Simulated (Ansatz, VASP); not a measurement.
One calculation of TaN, two programs

Contents of INCAR:

```
PREC = Accurate
ENCUT = 520
EDIFF = 1E-7
ISMEAR = -1
SIGMA = 0.01
LREAL = F
LASPH = T
NELM = 80
ALGO = Normal
ISIF = 2
LWAVE = F
LCHARG = F
GGA = PE
NBANDS = 33
```

KPOINTS

```
Automatic mesh
0
Gamma
  6 6 9
```

Contents of POSCAR:

```
TaN
1.0
    5.1960008669      0.0000000000      0.0000000000
   -2.5980004334      4.4998687488      0.0000000000
    0.0000000000      0.0000000000      2.8236700000
Ta N
3 3
Direct
    0.3333333333      0.6666666667      0.5000000000
    0.6666666667      0.3333333333      0.5000000000
    0.0000000000      0.0000000000      0.0000000000
    0.3928500000      0.0000000000      0.0000000000
    0.6071500000      0.6071500000      0.0000000000
    0.0000000000      0.3928500000      0.0000000000
```

Input for Ansatz:

```yaml
crystal:
  lattice:
    - [5.1960008669, 0.0, 0.0]
    - [-2.5980004334, 4.4998687488, 0.0]
    - [0.0, 0.0, 2.82367]
  atoms:
    - { symbol: Ta, position: [0.3333333333, 0.6666666667, 0.5] }
    - { symbol: Ta, position: [0.6666666667, 0.3333333333, 0.5] }
    - { symbol: Ta, position: [0.0, 0.0, 0.0] }
    - { symbol: "N", position: [0.39285, 0.0, 0.0] }
    - { symbol: "N", position: [0.60715, 0.60715, 0.0] }
    - { symbol: "N", position: [0.0, 0.39285, 0.0] }
kpoints:
  mp_grid: { grid: [6, 6, 9] }
  band_path:
    path:
      - [0.0, 0.0, 0.0]
      - [0.5, 0.0, 0.0]
      - [0.3333333333, 0.3333333333, 0.0]
      - [0.0, 0.0, 0.0]
      - [0.0, 0.0, 0.5]
      - [0.5, 0.0, 0.5]
      - [0.3333333333, 0.3333333333, 0.5]
      - [0.0, 0.0, 0.5]
      - [0.5, 0.0, 0.5]
    npoints: 5
scf:
  occupations: { method: fermi_dirac, width: 0.01 }
hamiltonian:
  xc: pbe
  pseudopotentials: { kind: all_electron, lapw: { basis_error: 0.001 } }
output:
  forces: true
  stress: true
  eigenvalues: true
```

Change from the starting cell: zz strain of -3 %.

Alike in both runs: task single point; functional PBE; k mesh 6 × 6 × 9; occupations fermi-dirac, width 0.01 eV; no spin polarisation.

|  | VASP | Ansatz |
| --- | --- | --- |
| version | VASP 6.6.1 | Ansatz 0.2.0 |
| potentials or method | VASP PAW PBE potentials, release 64 (Ta_pv, N), cutoff 520 eV | all-electron LAPW, scalar-relativistic |

```csv
,VASP,Ansatz,Ansatz less VASP
pressure (GPa),17.3,16.4,-0.92
"traceless stress, the component that is largest in VASP (GPa)",10.39,10.42,+0.031
rms of the force components (eV/Å),0.011,0.017,+0.0061
```

Atom by atom the forces differ by 0.006 eV/Å (rms over components). Ansatz ran all-electron here, and VASP with PAW potentials.

Neither program's run includes spin-orbit coupling.
